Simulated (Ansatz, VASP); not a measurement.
**ZnS: VASP beside Ansatz**

The input INCAR:

```
SYSTEM = ZnS
PREC = Accurate
ENCUT = 520
EDIFF = 1E-6
ISMEAR = 0
SIGMA = 0.05
LREAL = .FALSE.
LASPH = .TRUE.
NELM = 80
ALGO = Normal
ISIF = 2
LWAVE = .FALSE.
LCHARG = .FALSE.
LDIPOL = .TRUE.
IDIPOL = 3
DIPOL = 0.5 0.5 0.500
GGA = PS
NBANDS = 46
```

KPOINTS

```
regular mesh
0
G
  9 9 1
  0 0 0
```

File POSCAR:

```
ZnS
1.0
    3.7876303073      0.0000000000      0.0000000000
   -1.8938151536      3.2801840662      0.0000000000
    0.0000000000      0.0000000000     25.0509083860
S Zn
4 4
Direct
    0.0000000000      0.0000000000      0.2993903408
    0.3333333333      0.6666666667      0.4228424388
    0.6666666667      0.3333333333      0.5462945367
    0.0000000000      0.0000000000      0.6697466347
    0.3333333333      0.6666666667      0.3302533653
    0.6666666667      0.3333333333      0.4537054633
    0.0000000000      0.0000000000      0.5771575612
    0.3333333333      0.6666666667      0.7006096592
```

Input for Ansatz:

```yaml
crystal:
  lattice:
    - [3.7876303073, 0.0, 0.0]
    - [-1.8938151536, 3.2801840662, 0.0]
    - [0.0, 0.0, 25.050908386]
  atoms:
    - { symbol: S, position: [0.0, 0.0, 0.2993903408] }
    - { symbol: Zn, position: [0.3333333333, 0.6666666667, 0.3302533653] }
    - { symbol: S, position: [0.3333333333, 0.6666666667, 0.4228424388] }
    - { symbol: Zn, position: [0.6666666667, 0.3333333333, 0.4537054633] }
    - { symbol: S, position: [0.6666666667, 0.3333333333, 0.5462945367] }
    - { symbol: Zn, position: [0.0, 0.0, 0.5771575612] }
    - { symbol: S, position: [0.0, 0.0, 0.6697466347] }
    - { symbol: Zn, position: [0.3333333333, 0.6666666667, 0.7006096592] }
basis:
  ecutwfc: 420
kpoints:
  mp_grid: { grid: [9, 9, 1] }
hamiltonian:
  xc: pbesol
scf:
  occupations: { method: gaussian, width: 0.05 }
output:
  forces: true
  stress: true
  eigenvalues: true
efield:
  axis: 3
  dipole_correction: true
  ramp_width: 0.04
```

Alike in both runs: task single point; functional PBEsol; k mesh 9 × 9 × 1; occupations gaussian, width 0.05 eV; no spin polarisation.

```csv
,VASP,Ansatz
version,VASP 6.6.1,Ansatz 0.2.0
potentials or method,"VASP PAW PBE potentials, release 64 (S, Zn), cutoff 520 eV","scalar-relativistic, plane waves, PAW"
valence electrons in the cell,72,72
```

```csv
,VASP,Ansatz,Ansatz less VASP
gap on the k mesh at the Fermi level (eV),none,none,-
rms of the force components (eV/Å),0.375,0.374,-0.0010
```

VASP's potentials were made for PBE, not for PBEsol. A gap of «none» marks a metal or a gap that the smearing closes.
